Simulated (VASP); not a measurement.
Here is a VASP 6.6.1 calculation.

File INCAR:

```
  ALGO = Normal
  EDIFF = 1E-6
  ENCUT = 520
  ISIF = 2
  ISMEAR = 0
  LASPH = True
  LCHARG = True
  LELF = True
  LREAL = False
  LVHAR = True
  LWAVE = False
  NBANDS = 64
  NELM = 60
  PREC = Accurate
  SIGMA = 0.01
```

Contents of KPOINTS:

```
k-points
0
Gamma
  12 12 1
```

POSCAR

```
Te2Mo
1.0
    3.5180000000      0.0000000000      0.0000000000
   -1.7590000000      3.0466773705      0.0000000000
    0.0000000000      0.0000000000     42.0000000000
Mo Te
4 8
Direct
    0.3333333333      0.6666666667      0.2559593199
    0.6666666667      0.3333333333      0.4185998119
    0.3333333333      0.6666666667      0.5814001881
    0.6666666667      0.3333333333      0.7440406801
    0.6666666667      0.3333333333      0.2983369086
    0.6666666667      0.3333333333      0.2137184349
    0.3333333333      0.6666666667      0.4609526617
    0.3333333333      0.6666666667      0.3762476744
    0.6666666667      0.3333333333      0.6237523256
    0.6666666667      0.3333333333      0.5390473383
    0.3333333333      0.6666666667      0.7862815651
    0.3333333333      0.6666666667      0.7016630914
```

Potentials or basis: VASP PAW LDA potentials, release 64 (Mo_sv, Te).

Command:

```sh
$ cat potpaw_LDA.64/Mo_sv/POTCAR potpaw_LDA.64/Te/POTCAR > POTCAR
$ mpirun -np 1 vasp_std > vasp.out
```

Question: Predict the band gap on the k mesh.

Answer: 0.69 eV (least direct gap 1.03 eV).

Question: Estimate the largest force.

Answer: 0.058 eV/Å.

Forces in eV/Å, atoms in the order of the input:
```
Mo   0.000  0.000  0.001
Mo   0.000  0.000  0.000
Mo   0.000  0.000  0.000
Mo   0.000  0.000 -0.001
Te   0.000  0.000  0.058
Te   0.000  0.000 -0.057
Te   0.000  0.000  0.057
Te   0.000  0.000 -0.057
Te   0.000  0.000  0.057
Te   0.000  0.000 -0.057
Te   0.000  0.000  0.057
Te   0.000  0.000 -0.058
```

Caveat: spin-orbit coupling is left out, which moves the levels of the heavy elements.
